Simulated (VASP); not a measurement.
# CsLaTl (P-62m) in VASP: single point with LDA

Aim: the single point of CsLaTl with LDA.

Program: VASP 6.6.1. These are calculated values, not measurements. Logs are shortened: lines on timing, memory, paths and dates and some standing lists are left out, and cuts for length are marked.

**1. The cell of the first run**

The structure is hexagonal, space group P-62m (No. 189). Conventional cell: a = 8.206 Å, b = 8.206 Å, c = 5.479 Å, α = 90.00°, β = 90.00°, γ = 120.00°. La (site symmetry m2m) has 6 Cs at 3.61 to 4.59 Å and 6 Tl at 3.85 to 4.16 Å and 4 La at 4.19 Å within 4.7 Å. Within 4.3 Å of Tl (site symmetry m2m) lie 4 Cs at 3.25 to 3.33 Å and 2 Tl at 3.27 Å and 6 La at 3.85 to 4.16 Å. Cs (site symmetry -62m) has 6 Tl at 3.33 Å and 3 La at 3.61 Å within 4.4 Å. Within 4.3 Å of Cs (site symmetry -6) lie 3 Tl at 3.25 Å and 6 La at 3.65 Å.

**2. Single point, LDA**

INCAR

```
SYSTEM = CsLaTl
PREC = Accurate
ENCUT = 520
EDIFF = 1E-6
ISMEAR = 0
SIGMA = 0.1756
LREAL = .False.
LASPH = .True.
NELM = 100
ALGO = Normal
ISIF = 2
LWAVE = .False.
LCHARG = .False.
GGA = CA
NBANDS = 60
```

KPOINTS

```
Automatic mesh
0
Gamma
  5 5 6
  0 0 0
```

POSCAR

```
CsLaTl
1.0
    8.2058649086      0.0000000000      0.0000000000
   -4.1029324543      7.1064874708      0.0000000000
    0.0000000000      0.0000000000      5.4794623876
La Tl Cs
3 3 3
Direct
    0.4401566608      0.0000000000      0.0000000000
    0.5598433392      0.5598433392      0.0000000000
    0.0000000000      0.4401566608      0.0000000000
    0.7702787671      0.0000000000      0.5000000000
    0.2297212329      0.2297212329      0.5000000000
    0.0000000000      0.7702787671      0.5000000000
    0.0000000000      0.0000000000      0.0000000000
    0.6666666667      0.3333333333      0.5000000000
    0.3333333333      0.6666666667      0.5000000000
```

Potentials or basis: VASP PAW LDA potentials, release 64 (La, Tl_d, Cs_sv).

Command:

```sh
$ cat potpaw_LDA.64/La/POTCAR potpaw_LDA.64/Tl_d/POTCAR potpaw_LDA.64/Cs_sv/POTCAR > POTCAR
$ mpirun -np 1 vasp_std > vasp.out
```

OUTCAR:

```text
SYSTEM = CsLaTl
   PREC = Accurate
   ENCUT = 520
   EDIFF = 1E-6
   ISMEAR = 0
   LREAL = .False.
   LASPH = .True.
   NELM = 100
   ISIF = 2
   GGA = CA

 ion  position               nearest neighbor table
   1  0.440  0.000  0.000-   4 3.85   4 3.85
   2  0.560  0.560  0.000-   5 3.85   5 3.85
   3  0.000  0.440  0.000-   6 3.85   6 3.85
   4  0.770  0.000  0.500-   8 3.25   9 3.25   5 3.27   6 3.27   7 3.33   7 3.33   1 3.85   1 3.85

   5  0.230  0.230  0.500-   9 3.25   8 3.25   6 3.27   4 3.27   7 3.33   7 3.33   2 3.85   2 3.85

   6  0.000  0.770  0.500-   9 3.25   8 3.25   5 3.27   4 3.27   7 3.33   7 3.33   3 3.85   3 3.85

   7  0.000  0.000  0.000-   5 3.33   6 3.33   5 3.33   6 3.33   4 3.33   4 3.33
   8  0.667  0.333  0.500-   4 3.25   6 3.25   5 3.25
   9  0.333  0.667  0.500-   6 3.25   4 3.25   5 3.25

  LATTYP: Found a hexagonal cell.
 ALAT       =     8.2058649086
 C/A-ratio  =     0.6677495241

  Lattice vectors:

 A1 = (   8.2058649086,   0.0000000000,   0.0000000000)
 A2 = (  -4.1029324543,   7.1064874708,   0.0000000000)
 A3 = (   0.0000000000,   0.0000000000,   5.4794623876)

Analysis of symmetry for initial positions (statically):
=====================================================================
 Subroutine PRICEL returns:
 Original cell was already a primitive cell.

 Routine SETGRP: Setting up the symmetry group for a
 hexagonal supercell.

 Subroutine GETGRP returns: Found 12 space group operations
 (whereof 12 operations were pure point group operations)
 out of a pool of 24 trial point group operations.

The static configuration has the point symmetry D_3h.

Analysis of symmetry for dynamics (positions and initial velocities):
=====================================================================
 Subroutine PRICEL returns:
 Original cell was already a primitive cell.

 Routine SETGRP: Setting up the symmetry group for a
 hexagonal supercell.

 Subroutine GETGRP returns: Found 12 space group operations
 (whereof 12 operations were pure point group operations)
 out of a pool of 24 trial point group operations.

The dynamic configuration has the point symmetry D_3h.

 Subroutine INISYM returns: Found 12 space group operations
 (whereof 12 operations are pure point group operations),
 and found     1 'primitive' translations

----------------------------------------------------------------------------------------

                                     Primitive cell

  volume of cell :     319.5342

  direct lattice vectors                    reciprocal lattice vectors
     8.205864909  0.000000000  0.000000000     0.121864058  0.070358247  0.000000000
    -4.102932454  7.106487471  0.000000000     0.000000000  0.140716494  0.000000000
     0.000000000  0.000000000  5.479462388     0.000000000  0.000000000  0.182499656

  length of vectors
     8.205864909  8.205864909  5.479462388     0.140716494  0.140716494  0.182499656

  position of ions in fractional coordinates (direct lattice)
     0.440156661  0.000000000  0.000000000
     0.559843339  0.559843339  0.000000000
     0.000000000  0.440156661  0.000000000
     0.770278767  0.000000000  0.500000000
     0.229721233  0.229721233  0.500000000
     0.000000000  0.770278767  0.500000000
     0.000000000  0.000000000  0.000000000
     0.666666667  0.333333333  0.500000000
     0.333333333  0.666666667  0.500000000

  ion indices of the primitive-cell ions
   primitive index   ion index
                 1           1
                 2           2
                 3           3
                 4           4
                 5           5
                 6           6
                 7           7
                 8           8
                 9           9

----------------------------------------------------------------------------------------

 KPOINTS: Automatic mesh

Automatic generation of k-mesh.
 Grid dimensions read from file:
 generate k-points for:    5    5    6

 Generating k-lattice:

  Cartesian coordinates                     Fractional coordinates (reciprocal lattice)
     0.024372812  0.014071649  0.000000000     0.200000000  0.000000000  0.000000000
     0.000000000  0.028143299  0.000000000     0.000000000  0.200000000  0.000000000
     0.000000000  0.000000000  0.030416609     0.000000000  0.000000000  0.166666667

  Length of vectors
     0.028143299  0.028143299  0.030416609

  Shift w.r.t. Gamma in fractional coordinates (k-lattice)
     0.000000000  0.000000000  0.000000000

 Subroutine IBZKPT returns following result:
 ===========================================

 Found     20 irreducible k-points:

 Following reciprocal coordinates:
            Coordinates               Weight
  0.000000  0.000000  0.000000      1.000000
  0.200000  0.000000  0.000000      6.000000
  0.400000  0.000000  0.000000      6.000000
  0.200000  0.200000  0.000000      6.000000
  0.400000  0.200000  0.000000      6.000000
  0.000000  0.000000  0.166667      2.000000
[... 12 lines left out ...]
  0.200000  0.200000  0.500000      6.000000
  0.400000  0.200000  0.500000      6.000000
   k-points           NKPTS =     20   k-points in BZ     NKDIM =     20   number of bands    NBANDS=     60
   number of dos      NEDOS =    301   number of ions     NIONS =      9
   total plane-waves  NPLWV = 172032
   dimension x,y,z NGX =    64 NGY =   64 NGZ =   42
   dimension x,y,z NGXF=   128 NGYF=  128 NGZF=   84
   ions per type =               3   3   3
   NGX,Y,Z   is equivalent  to a cutoff of  12.97, 12.97, 12.74 a.u.
   NGXF,Y,Z  is equivalent  to a cutoff of  25.93, 25.93, 25.49 a.u.
 SYSTEM =  CsLaTl
   PREC   = accura    normal or accurate (medium, high low for compatibility)
   ISTART =      0    job   : 0-new  1-cont  2-samecut
   ICHARG =      2    charge: 1-file 2-atom 10-const
   ISPIN  =      1    spin polarized calculation?
   LNONCOLLINEAR =      F non collinear calculations
   LSORBIT =      F    spin-orbit coupling
   LASPH  =      T    aspherical Exc in radial PAW
   ENCUT  =  520.0 eV  38.22 Ry    6.18 a.u.  15.26 15.26 10.19*2*pi/ulx,y,z
   NELM   =    100;   NELMIN=  2; NELMDL= -5     # of ELM steps
   EDIFF  = 0.1E-05   stopping-criterion for ELM
   LREAL  =      F    real-space projection
   EDIFFG = 0.1E-04   stopping-criterion for IOM
   NSW    =      0    number of steps for IOM
   IBRION =     -1    ionic relax: 0-MD 1-quasi-New 2-CG
   NFREE  =      0    steps in history (QN), initial steepest desc. (CG)
   ISIF   =      2    stress and relaxation
   ISYM   =      2    0-nonsym 1-usesym 2-fastsym
   POTIM  = 0.5000    time-step for ionic-motion
   TEBEG  =    0.0;   TEEND  =   0.0 temperature during run
   PSTRESS=    0.0 pullay stress
   NELECT =      99.0000    total number of electrons
   NUPDOWN=      -1.0000    fix difference up-down
   EMIN   =  10.00;   EMAX   =-10.00  energy-range for DOS
   EFERMI =   0.00;   METHOD = LEGACY
   ISMEAR =     0;   SIGMA  =   0.18  broadening in eV -4-tet -1-fermi 0-gaus
   EFERMI_NEDOS =   21; number of points for ismear=-14 and -15
   IALGO  =     38    algorithm
   IMIX   =      4    mixing-type and parameters
     AMIX     =   0.40;   BMIX     =  1.00
     AMIX_MAG =   1.60;   BMIX_MAG =  1.00
  volume/ion in A,a.u.               =      35.50       239.59
  Fermi-wavevector in a.u.,A,eV,Ry     =   1.107765  2.093371 16.696284  1.227142
  Thomas-Fermi vector in A             =   2.244283
   LORBIT       =      0    0 simple, 1 ext, 2 COOP (PROOUT), +10 PAW based schemes
   GGA     = CA    functional components
   LHFCALC =     F    Hartree Fock is set to
   AEXX    =    0.0000 exact exchange contribution
   IVDW    =     0    specifies the selected vdW correction
   LEPSILON=     F    determine dielectric tensor
   LRPA    =     F    only Hartree local field effects (RPA)
 non-spin polarized calculation
 Gauss-broadening in eV      SIGMA  =   0.18
  energy-cutoff  :      520.00
  volume of cell :      319.53
 maximum number of plane-waves:      8624
 NGX is ok and might be reduce to    64
   NGX = 31   NGY = 31   NGZ = 21

 number of electron      98.9999996 magnetization

 Free energy of the ion-electron system (eV)
  ---------------------------------------------------
  ext. energy  EPLUGINS =         0.00000000
  ---------------------------------------------------
  free energy    TOTEN  =       -25.53403892 eV

  energy without entropy =      -25.41697392  energy(sigma->0) =      -25.47550642

 E-fermi :   5.8355     XC(G=0):  -9.6478

 val. band max:        5.8043418191   @ k =   0.2000   0.0000   0.1667
 cond. band min:       5.8445278303   @ k =   0.2000   0.0000   0.0000
 fundamental gap:      0.0401860112
 Fermi energy:         5.8354547393

 k-point     1 :       0.0000    0.0000    0.0000
  band No.  band energies     occupation
      1     -27.6622      2.00000
      2     -27.6368      2.00000
      3     -27.6368      2.00000
      4     -16.7877      2.00000
      5     -16.7777      2.00000
      6     -16.4546      2.00000
[... 52 lines left out ...]
     59       6.7492      0.00000
     60       6.7529      0.00000

 k-point     2 :       0.2000    0.0000    0.0000
  band No.  band energies     occupation
      1     -27.6601      2.00000
      2     -27.6389      2.00000
      3     -27.6368      2.00000
      4     -16.7867      2.00000
      5     -16.7785      2.00000
      6     -16.4552      2.00000
[... 52 lines left out ...]
     59       6.7254      0.00000
     60       6.7457      0.00000

 k-point     3 :       0.4000    0.0000    0.0000
  band No.  band energies     occupation
      1     -27.6551      2.00000
      2     -27.6439      2.00000
      3     -27.6368      2.00000
      4     -16.7846      2.00000
      5     -16.7803      2.00000
      6     -16.4562      2.00000
[... 1060 lines left out ...]
     59       6.7303      0.00000
     60       6.7352      0.00000

 k-point    20 :       0.4000    0.2000    0.5000
  band No.  band energies     occupation
      1     -27.6513      2.00000
      2     -27.6462      2.00000
      3     -27.6364      2.00000
      4     -16.7909      2.00000
      5     -16.7811      2.00000
      6     -16.4492      2.00000
[... 52 lines left out ...]
     59       6.7363      0.00000
     60       6.7403      0.00000

------------------------ aborting loop because EDIFF is reached ----------------------------------------

  FORCE on cell =-STRESS in cart. coord.  units (eV):
  Direction    XX          YY          ZZ          XY          YZ          ZX
  --------------------------------------------------------------------------------------
  -------------------------------------------------------------------------------------
  Total        0.2479105      0.2479105      0.1763772      0.0000000     -0.0000000      0.0000000
  in kB        1.2430489      1.2430489      0.8843733      0.0000000     -0.0000000      0.0000000
  external PRESSURE =       1.1234904 kB  Pullay stress =       0.0000000 kB

 VOLUME and BASIS-vectors are now :
 -----------------------------------------------------------------------------
  energy-cutoff  :      520.00
  volume of cell :      319.53
      direct lattice vectors                 reciprocal lattice vectors
     8.205864909  0.000000000  0.000000000     0.121864058  0.070358247  0.000000000
    -4.102932454  7.106487471  0.000000000     0.000000000  0.140716494  0.000000000
     0.000000000  0.000000000  5.479462388     0.000000000  0.000000000  0.182499656

 POSITION                                       TOTAL-FORCE (eV/Angst)
 -----------------------------------------------------------------------------------
      3.61187      0.00000      0.00000         0.000178     -0.000000     -0.000000
      2.29700      3.97852      0.00000        -0.000089     -0.000155     -0.000000
     -1.80593      3.12797      0.00000        -0.000089      0.000155     -0.000000
      6.32080      0.00000      2.73973        -0.002621     -0.000000      0.000000
      0.94253      1.63251      2.73973         0.001310      0.002270      0.000000
     -3.16040      5.47398      2.73973         0.001310     -0.002270     -0.000000
      0.00000      0.00000      0.00000        -0.000000     -0.000000     -0.000000
      4.10293      2.36883      2.73973        -0.000000     -0.000000     -0.000000
     -0.00000      4.73766      2.73973         0.000000     -0.000000     -0.000000
 -----------------------------------------------------------------------------------
    total drift:                               -0.000000     -0.000000     -0.000000

  FREE ENERGIE OF THE ION-ELECTRON SYSTEM (eV)
  ---------------------------------------------------
  free  energy   TOTEN  =       -25.5340389202 eV

  energy  without entropy=      -25.4169739209  energy(sigma->0) =      -25.47550642
```

Run time: 8.2 min. Hardware: 1 thread of Intel Xeon Platinum 8375C at 2.90GHz (Ice Lake), shared host; peak memory 0.55 GiB.

Results:

| Quantity | Value |
| --- | --- |
| Free energy | -25.5340 eV |
| Pressure | 0.1 GPa |
| Band gap on the k mesh | zero (an odd number of electrons rules out a gap without spin polarisation) |

Forces on the atoms (eV/Å):
```
La   0.000  0.000  0.000
La   0.000  0.000  0.000
La   0.000  0.000  0.000
Tl  -0.003  0.000  0.000
Tl   0.001  0.002  0.000
Tl   0.001 -0.002  0.000
Cs   0.000  0.000  0.000
Cs   0.000  0.000  0.000
Cs   0.000  0.000  0.000
```

Levels at points of the mesh, in eV from the Fermi level:
| k point | band 45 | band 46 | band 47 | band 48 | band 49 | band 50 | band 51 | band 52 | band 53 | band 54 |
| --- | --- | --- | --- | --- | --- | --- | --- | --- | --- | --- |
| (0.00, 0.00, 0.00) | -1.09 | -1.09 | -0.81 | -0.81 | -0.05 | -0.05 | 0.11 | 0.54 | 0.70 | 0.79 |
| (0.00, 0.00, 0.50) | -1.10 | -0.53 | -0.34 | -0.33 | 0.03 | 0.03 | 0.26 | 0.26 | 0.65 | 0.76 |

Caveat: spin-orbit coupling is left out, which moves the levels of the heavy elements.

The gap in the log of VASP goes by the Fermi energy; the results here count the filled bands.